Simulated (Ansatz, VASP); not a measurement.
## SbW2 in VASP and in Ansatz

The input INCAR:

```
PREC = Accurate ; ENCUT = 520
EDIFF = 1E-7 ; ISMEAR = -1
SIGMA = 0.05 ; LREAL = False
LASPH = True ; NELM = 100
ALGO = Normal ; ISIF = 2
LWAVE = False ; LCHARG = False
MAGMOM = 0 0 0 0 0 0 0 0 0 ; LORBIT = 11
LSORBIT = True ; GGA_COMPAT = False
LMAXMIX = 4 ; METAGGA = R2SCAN
LMIXTAU = True ; NBANDS = 46
```

Contents of KPOINTS:

```
Automatic mesh
0
Gamma
  5 5 5
```

POSCAR

```
SbW2
1.0
    0.0000000000      3.1330100000      3.1330100000
    3.1330100000      0.0000000000      3.1330100000
    3.1330100000      3.1330100000      0.0000000000
Sb W
1 2
Direct
    0.5000000000      0.5000000000      0.5000000000
    0.2500000000      0.2500000000      0.2500000000
    0.7500000000      0.7500000000      0.7500000000
```

File KPOINTS_OPT:

```
path GXWKGLUWLK,UX
20
line-mode
reciprocal
 0.0000000000  0.0000000000  0.0000000000  G
 0.5000000000  0.0000000000  0.5000000000  X

 0.5000000000  0.0000000000  0.5000000000  X
 0.5000000000  0.2500000000  0.7500000000  W

 0.5000000000  0.2500000000  0.7500000000  W
 0.3750000000  0.3750000000  0.7500000000  K

 0.3750000000  0.3750000000  0.7500000000  K
 0.0000000000  0.0000000000  0.0000000000  G

 0.0000000000  0.0000000000  0.0000000000  G
 0.5000000000  0.5000000000  0.5000000000  L

 0.5000000000  0.5000000000  0.5000000000  L
 0.6250000000  0.2500000000  0.6250000000  U

 0.6250000000  0.2500000000  0.6250000000  U
 0.5000000000  0.2500000000  0.7500000000  W

 0.5000000000  0.2500000000  0.7500000000  W
 0.5000000000  0.5000000000  0.5000000000  L

 0.5000000000  0.5000000000  0.5000000000  L
 0.3750000000  0.3750000000  0.7500000000  K

 0.6250000000  0.2500000000  0.6250000000  U
 0.5000000000  0.0000000000  0.5000000000  X
```

input.yaml

```yaml
crystal:
  lattice:
    - [0.0, 3.13301, 3.13301]
    - [3.13301, 0.0, 3.13301]
    - [3.13301, 3.13301, 0.0]
  atoms:
    - { symbol: Sb, position: [0.5, 0.5, 0.5] }
    - { symbol: W, position: [0.25, 0.25, 0.25] }
    - { symbol: W, position: [0.75, 0.75, 0.75] }
hamiltonian:
  xc: r2scan
  pseudopotentials: { kind: paw_fr }
magnetization:
  noncollinear: true
  spin_orbit: true
kpoints:
  mp_grid: { grid: [5, 5, 5] }
  band_path:
    path:
      - [[0.0, 0.0, 0.0], [0.5, 0.0, 0.5], [0.5, 0.25, 0.75], [0.375, 0.375, 0.75], [0.0, 0.0, 0.0], [0.5, 0.5, 0.5], [0.625, 0.25, 0.625], [0.5, 0.25, 0.75], [0.5, 0.5, 0.5], [0.375, 0.375, 0.75]]
      - [[0.625, 0.25, 0.625], [0.5, 0.0, 0.5]]
    npoints: 14
scf:
  occupations: { method: fermi_dirac, width: 0.05 }
  n_extra_bands: 7
output:
  forces: true
  stress: true
  eigenvalues: true
  fatbands: true
  write_density: true
  write_potential: true
  elf: true
  volumetric_format: npy
```

Alike in both runs: task band structure; functional r2SCAN; k mesh 5 × 5 × 5; occupations fermi-dirac, width 0.05 eV; spin-orbit coupling, no magnetisation.

|  | VASP | Ansatz |
| --- | --- | --- |
| version | VASP 6.6.1 | Ansatz 0.2.0 |
| potentials or method | VASP PAW PBE potentials, release 64 (Sb, W_sv) | Ansatz PAW |
| plane-wave cutoff (eV) | 520 | 500 |
| valence electrons in the cell | 33 | 43 |

Ansatz gave:

* pressure (GPa): -2.6

Problem. Which values does VASP return?

Solution. Pressure (GPa): -1.8.

VASP's potentials were made for PBE, not for r2SCAN. VASP's potentials hold 33 valence electrons a cell and Ansatz's 43, so a difference there can come from the potentials and not from the codes.
